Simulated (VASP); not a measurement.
Crystal: CoO.

```xyz
2
Lattice="1.5154 0.8749 2.4561 -1.5154 0.8749 2.4561 0.0000 -1.7499 2.4561" Properties=species:S:1:pos:R:3 pbc="T T T"
Co    0.0000    0.0000    0.0000
O     0.0000    0.0000    3.6841
```

This cell differs from its parent crystal: volume scaled by 1.02.

Base run:

- Program: VASP 6.6.1
- Functional: LDA
- Potentials or basis: VASP PAW LDA potentials, release 64 (Co, O)
- Cutoff: 520 eV
- k mesh: 11 × 11 × 11
- Occupations: fermi-dirac, width 0.05 eV
- Spin: collinear spin, ferromagnetic start
- Starting moments: [2.0, 0.0] μB

Its results: pressure -21.7 GPa; net moment 2.79 μB per cell; site moments Co +2.43; O +0.30 μB.

Task: The run is repeated on the same cell with these changes: functional from LDA to PBEsol; potentials or basis from VASP PAW LDA potentials, release 64 (Co, O) to VASP PAW PBE potentials, release 64 (Co, O). What comes out?

Result: Pressure -12.9 GPa; net moment 2.95 μB per cell; site moments Co +2.58; O +0.32 μB.

Caveats: a cell with one magnetic atom can't hold antiferromagnetic order, which such compounds often take; the PAW data sets were made with another functional, which shifts forces and pressure a little (some runs).
